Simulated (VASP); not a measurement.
# I (Pmmm) in VASP: a series of runs

The runs below take I through single point, relaxation of cell and atoms, with PBE.

Program: VASP 6.6.1. These are calculated values, not measurements. Logs are shortened: lines on timing, memory, paths and dates and some standing lists are left out, and cuts for length are marked.

**1. The cell of the first run**

Symmetry: Pmmm, No. 47, orthorhombic system. Conventional cell: a = 1.976 Å, b = 2.348 Å, c = 6.371 Å, α = 90.00°, β = 90.00°, γ = 90.00°. Within 2.6 Å of I (site symmetry mmm) lie 4 I at 1.98 to 2.35 Å.

The cell was generated, and may not be a known phase.

**2. Single point, PBE**

Input file INCAR:

```
PREC = Accurate ; ENCUT = 500
EDIFF = 1E-6 ; ISMEAR = 0
SIGMA = 0.1 ; LREAL = False
LASPH = True ; NELM = 120
ALGO = Normal ; ISIF = 2
LWAVE = False ; LCHARG = False
GGA = PE ; NBANDS = 10
GGA_COMPAT = False
```

Input file KPOINTS:

```
regular mesh
0
Gamma
  8 8 4
```

Input file POSCAR:

```
I
1.0
    1.9763284700      0.0000000000      0.0000000000
    0.0000000000      2.3477161000      0.0000000000
    0.0000000000      0.0000000000      6.3714835200
I
1
Direct
    0.0000000000      0.0000000000      0.0000000000
```

Potentials or basis: VASP PAW PBE potentials, release 64 (I).

On the command line:

```sh
cat potpaw_PBE.64/I/POTCAR > POTCAR
mpirun -np 1 vasp_std > vasp.out
```

OUTCAR:

```text
PREC = Accurate
   ENCUT = 500
   EDIFF = 1E-6
   ISMEAR = 0
   LREAL = False
   LASPH = True
   NELM = 120
   ISIF = 2
   GGA = PE

 ion  position               nearest neighbor table
   1  0.000  0.000  0.000-

  LATTYP: Found a simple orthorhombic cell.
 ALAT       =     1.9763284700
 B/A-ratio  =     1.1879179679
 C/A-ratio  =     3.2238990718

  Lattice vectors:

 A1 = (   1.9763284700,   0.0000000000,   0.0000000000)
 A2 = (   0.0000000000,   2.3477161000,   0.0000000000)
 A3 = (   0.0000000000,   0.0000000000,   6.3714835200)

Analysis of symmetry for initial positions (statically):
=====================================================================
 Subroutine PRICEL returns:
 Original cell was already a primitive cell.

 Routine SETGRP: Setting up the symmetry group for a
 simple orthorhombic supercell.

 Subroutine GETGRP returns: Found  8 space group operations
 (whereof  8 operations were pure point group operations)
 out of a pool of  8 trial point group operations.

The static configuration has the point symmetry D_2h.

Analysis of symmetry for dynamics (positions and initial velocities):
=====================================================================
 Subroutine PRICEL returns:
 Original cell was already a primitive cell.

 Routine SETGRP: Setting up the symmetry group for a
 simple orthorhombic supercell.

 Subroutine GETGRP returns: Found  8 space group operations
 (whereof  8 operations were pure point group operations)
 out of a pool of  8 trial point group operations.

The dynamic configuration has the point symmetry D_2h.

 Subroutine INISYM returns: Found  8 space group operations
 (whereof  8 operations are pure point group operations),
 and found     1 'primitive' translations

----------------------------------------------------------------------------------------

                                     Primitive cell

  volume of cell :      29.5628

  direct lattice vectors                    reciprocal lattice vectors
     1.976328470  0.000000000  0.000000000     0.505988764  0.000000000  0.000000000
     0.000000000  2.347716100  0.000000000     0.000000000  0.425945880  0.000000000
     0.000000000  0.000000000  6.371483520     0.000000000  0.000000000  0.156949319

  length of vectors
     1.976328470  2.347716100  6.371483520     0.505988764  0.425945880  0.156949319

  position of ions in fractional coordinates (direct lattice)
     0.000000000  0.000000000  0.000000000

  ion indices of the primitive-cell ions
   primitive index   ion index
                 1           1

----------------------------------------------------------------------------------------

 KPOINTS: regular mesh

Automatic generation of k-mesh.
 Grid dimensions read from file:
 generate k-points for:    8    8    4

 Generating k-lattice:

  Cartesian coordinates                     Fractional coordinates (reciprocal lattice)
     0.063248596  0.000000000  0.000000000     0.125000000  0.000000000  0.000000000
     0.000000000  0.053243235  0.000000000     0.000000000  0.125000000  0.000000000
     0.000000000  0.000000000  0.039237330     0.000000000  0.000000000  0.250000000

  Length of vectors
     0.063248596  0.053243235  0.039237330

  Shift w.r.t. Gamma in fractional coordinates (k-lattice)
     0.000000000  0.000000000  0.000000000

 Subroutine IBZKPT returns following result:
 ===========================================

 Found     75 irreducible k-points:

 Following reciprocal coordinates:
            Coordinates               Weight
  0.000000  0.000000  0.000000      1.000000
  0.125000  0.000000  0.000000      2.000000
  0.250000  0.000000  0.000000      2.000000
  0.375000  0.000000  0.000000      2.000000
  0.500000  0.000000  0.000000      1.000000
  0.000000  0.125000  0.000000      2.000000
[... 16 lines left out ...]
  0.250000  0.500000  0.000000      2.000000
  0.375000  0.500000  0.000000      2.000000
 [... further k-points ...]
   k-points           NKPTS =     75   k-points in BZ     NKDIM =     75   number of bands    NBANDS=     10
   number of dos      NEDOS =    301   number of ions     NIONS =      1
   total plane-waves  NPLWV =  12096
   dimension x,y,z NGX =    14 NGY =   18 NGZ =   48
   dimension x,y,z NGXF=    28 NGYF=   36 NGZF=   96
   ions per type =               1
   NGX,Y,Z   is equivalent  to a cutoff of  11.78, 12.75, 12.52 a.u.
   NGXF,Y,Z  is equivalent  to a cutoff of  23.55, 25.49, 25.05 a.u.
 SYSTEM =  unknown system
   PREC   = accura    normal or accurate (medium, high low for compatibility)
   ISTART =      0    job   : 0-new  1-cont  2-samecut
   ICHARG =      2    charge: 1-file 2-atom 10-const
   ISPIN  =      1    spin polarized calculation?
   LNONCOLLINEAR =      F non collinear calculations
   LSORBIT =      F    spin-orbit coupling
   LASPH  =      T    aspherical Exc in radial PAW
   ENCUT  =  500.0 eV  36.75 Ry    6.06 a.u.   3.60  4.28 11.62*2*pi/ulx,y,z
   NELM   =    120;   NELMIN=  2; NELMDL= -5     # of ELM steps
   EDIFF  = 0.1E-05   stopping-criterion for ELM
   LREAL  =      F    real-space projection
   EDIFFG = 0.1E-04   stopping-criterion for IOM
   NSW    =      0    number of steps for IOM
   IBRION =     -1    ionic relax: 0-MD 1-quasi-New 2-CG
   NFREE  =      0    steps in history (QN), initial steepest desc. (CG)
   ISIF   =      2    stress and relaxation
   ISYM   =      2    0-nonsym 1-usesym 2-fastsym
   POTIM  = 0.5000    time-step for ionic-motion
   TEBEG  =    0.0;   TEEND  =   0.0 temperature during run
   PSTRESS=    0.0 pullay stress
   NELECT =       7.0000    total number of electrons
   NUPDOWN=      -1.0000    fix difference up-down
   EMIN   =  10.00;   EMAX   =-10.00  energy-range for DOS
   EFERMI =   0.00;   METHOD = LEGACY
   ISMEAR =     0;   SIGMA  =   0.10  broadening in eV -4-tet -1-fermi 0-gaus
   EFERMI_NEDOS =   21; number of points for ismear=-14 and -15
   IALGO  =     38    algorithm
   IMIX   =      4    mixing-type and parameters
     AMIX     =   0.40;   BMIX     =  1.00
     AMIX_MAG =   1.60;   BMIX_MAG =  1.00
  volume/ion in A,a.u.               =      29.56       199.50
  Fermi-wavevector in a.u.,A,eV,Ry     =   1.012805  1.913924 13.956497  1.025774
  Thomas-Fermi vector in A             =   2.145936
   LORBIT       =      0    0 simple, 1 ext, 2 COOP (PROOUT), +10 PAW based schemes
   GGA     = PE    functional components
   LHFCALC =     F    Hartree Fock is set to
   AEXX    =    0.0000 exact exchange contribution
   IVDW    =     0    specifies the selected vdW correction
   LEPSILON=     F    determine dielectric tensor
   LRPA    =     F    only Hartree local field effects (RPA)
 non-spin polarized calculation
 Gauss-broadening in eV      SIGMA  =   0.10
  energy-cutoff  :      500.00
  volume of cell :       29.56
 maximum number of plane-waves:       773
   NGX =  7   NGY =  9   NGZ = 23

 number of electron       7.0000001 magnetization

 Free energy of the ion-electron system (eV)
  ---------------------------------------------------
  ext. energy  EPLUGINS =         0.00000000
  ---------------------------------------------------
  free energy    TOTEN  =        14.39885903 eV

  energy without entropy =       14.40166493  energy(sigma->0) =       14.40026198

 E-fermi :   9.5196     XC(G=0):  -8.4274

 val. band max:        9.4023569963   @ k =   0.2500   0.2500   0.5000
 cond. band min:       9.5230929677   @ k =   0.0000   0.2500   0.0000
 fundamental gap:      0.1207359715
 Fermi energy:         9.5195860927

 k-point     1 :       0.0000    0.0000    0.0000
  band No.  band energies     occupation
      1     -17.1354      2.00000
      2      -3.4635      2.00000
      3       7.8985      2.00000
      4       9.0231      2.00000
      5      14.2765      0.00000
      6      14.8858      0.00000
      7      16.4323      0.00000
      8      21.0316      0.00000
      9      21.0436      0.00000
     10      25.0671      0.00000

 k-point     2 :       0.1250    0.0000    0.0000
  band No.  band energies     occupation
      1     -16.5259      2.00000
      2      -2.6945      2.00000
      3       8.4150      2.00000
      4      10.0647      0.00000
      5      14.1872      0.00000
      6      14.9657      0.00000
      7      15.3424      0.00000
      8      18.1050      0.00000
      9      21.2753      0.00000
     10      25.1956      0.00000

 k-point     3 :       0.2500    0.0000    0.0000
  band No.  band energies     occupation
      1     -14.6615      2.00000
      2      -0.5168      2.00000
      3       7.0101      2.00000
      4      10.2727      0.00000
      5      12.9267      0.00000
      6      16.2207      0.00000
      7      16.9644      0.00000
      8      17.9418      0.00000
      9      18.4777      0.00000
     10      24.5452      0.00000

 k-point     4 :       0.3750    0.0000    0.0000
  band No.  band energies     occupation
      1     -11.4665      2.00000
      2       0.0041      2.00000
      3       2.7105      2.00000
      4      12.8407      0.00000
      5      13.2797      0.00000
      6      16.3824      0.00000
      7      16.9598      0.00000
      8      19.5778      0.00000
      9      20.1198      0.00000
     10      21.7023      0.00000

 k-point     5 :       0.5000    0.0000    0.0000
  band No.  band energies     occupation
      1      -7.9479      2.00000
      2      -4.9533      2.00000
      3       5.3886      2.00000
      4       9.8688      0.00000
      5      15.7641      0.00000
      6      16.4389      0.00000
      7      17.2230      0.00000
      8      20.9615      0.00000
      9      22.0859      0.00000
     10      22.8316      0.00000

 k-point     6 :       0.0000    0.1250    0.0000
  band No.  band energies     occupation
      1     -16.6790      2.00000
      2      -3.0180      2.00000
      3       5.4734      2.00000
      4       8.3544      2.00000
      5      14.6457      0.00000
      6      15.6750      0.00000
      7      18.0529      0.00000
      8      18.8958      0.00000
      9      21.6460      0.00000
     10      26.3877      0.00000
[... 183 lines left out ...]
 k-point    21 :       0.0000    0.5000    0.0000
  band No.  band energies     occupation
      1     -10.8112      2.00000
      2      -7.9975      2.00000
      3       1.0804      2.00000
      4       8.2088      2.00000
      5      14.1642      0.00000
      6      14.2948      0.00000
      7      20.0742      0.00000
      8      20.9348      0.00000
      9      21.3876      0.00000
     10      22.0480      0.00000

 k-point    22 :       0.1250    0.5000    0.0000
  band No.  band energies     occupation
      1     -10.3025      2.00000
      2      -7.2281      2.00000
      3       1.9336      2.00000
      4       8.6715      2.00000
      5      14.6409      0.00000
      6      14.7794      0.00000
      7      19.2620      0.00000
      8      20.7601      0.00000
      9      20.9002      0.00000
     10      21.7186      0.00000

 k-point    23 :       0.2500    0.5000    0.0000
  band No.  band energies     occupation
      1      -8.7601      2.00000
      2      -5.0683      2.00000
      3       4.3179      2.00000
      4      10.0563      0.00000
      5      13.4025      0.00000
      6      14.4504      0.00000
      7      16.6034      0.00000
      8      17.4698      0.00000
      9      21.9709      0.00000
     10      23.4454      0.00000

 k-point    24 :       0.3750    0.5000    0.0000
  band No.  band energies     occupation
      1      -6.2523      2.00000
      2      -1.9886      2.00000
      3       7.2180      2.00000
      4       7.7768      2.00000
      5       9.5316      0.86545
      6      12.3493      0.00000
      7      17.9935      0.00000
      8      18.9909      0.00000
      9      19.5646      0.00000
     10      20.1324      0.00000

 [... further k-points ...]

------------------------ aborting loop because EDIFF is reached ----------------------------------------

  FORCE on cell =-STRESS in cart. coord.  units (eV):
  Direction    XX          YY          ZZ          XY          YZ          ZX
  --------------------------------------------------------------------------------------
  -------------------------------------------------------------------------------------
  Total       80.0031348     31.9607886     -0.2334040     -0.0000000      0.0000000      0.0000000
  in kB     4335.8307145   1732.1392394    -12.6495088     -0.0000000      0.0000000      0.0000000
  external PRESSURE =    2018.4401484 kB  Pullay stress =       0.0000000 kB

 VOLUME and BASIS-vectors are now :
 -----------------------------------------------------------------------------
  energy-cutoff  :      500.00
  volume of cell :       29.56
      direct lattice vectors                 reciprocal lattice vectors
     1.976328470  0.000000000  0.000000000     0.505988764  0.000000000  0.000000000
     0.000000000  2.347716100  0.000000000     0.000000000  0.425945880  0.000000000
     0.000000000  0.000000000  6.371483520     0.000000000  0.000000000  0.156949319

 POSITION                                       TOTAL-FORCE (eV/Angst)
 -----------------------------------------------------------------------------------
      0.00000      0.00000      0.00000         0.000000      0.000000      0.000000
 -----------------------------------------------------------------------------------
    total drift:                               -0.000000     -0.000000     -0.000000

  FREE ENERGIE OF THE ION-ELECTRON SYSTEM (eV)
  ---------------------------------------------------
  free  energy   TOTEN  =        14.3988590252 eV

  energy  without entropy=       14.4016649314  energy(sigma->0) =       14.40026198
```

It took 17 s on 1 thread of Oxide Virtual Turin-like, shared host; peak memory 0.11 GiB.

What came out:

| Quantity | Value |
| --- | --- |
| Free energy | 14.3989 eV |
| Pressure | 201.8 GPa |
| Band gap on the k mesh | zero (an odd number of electrons rules out a gap without spin polarisation) |

Levels at points of the mesh, in eV from the Fermi level:
```
           k point  band 1  band 2  band 3  band 4  band 5  band 6
(0.00, 0.00, 0.00)  -26.65  -12.98   -1.62   -0.50    4.76    5.37
(0.50, 0.00, 0.00)  -17.47  -14.47   -4.13    0.35    6.24    6.92
(0.00, 0.50, 0.00)  -20.33  -17.52   -8.44   -1.31    4.64    4.78
(0.50, 0.50, 0.00)  -13.79   -9.31   -5.87   -2.82    1.15    5.10
(0.00, 0.00, 0.50)  -26.65  -13.00   -0.50   -0.29    0.86    6.41
(0.50, 0.00, 0.50)  -17.47  -14.47   -4.15    0.30    6.57    7.18
(0.00, 0.50, 0.50)  -20.33  -17.52   -8.45   -1.39    5.60    5.87
(0.50, 0.50, 0.50)  -13.79   -9.31   -5.87   -2.82    1.14    5.07
```

Caveat: the k points lie up to 0.40 Å⁻¹ apart, too coarse for converged energies and pressures of a metal; spin-orbit coupling is left out, which moves the levels of the heavy elements; an odd number of electrons without spin polarisation forces a metal; a magnetic or distorted state may lie lower.

(Continued in part 2 of 2.)

The gap in the log of VASP goes by the Fermi energy; the results here count the filled bands.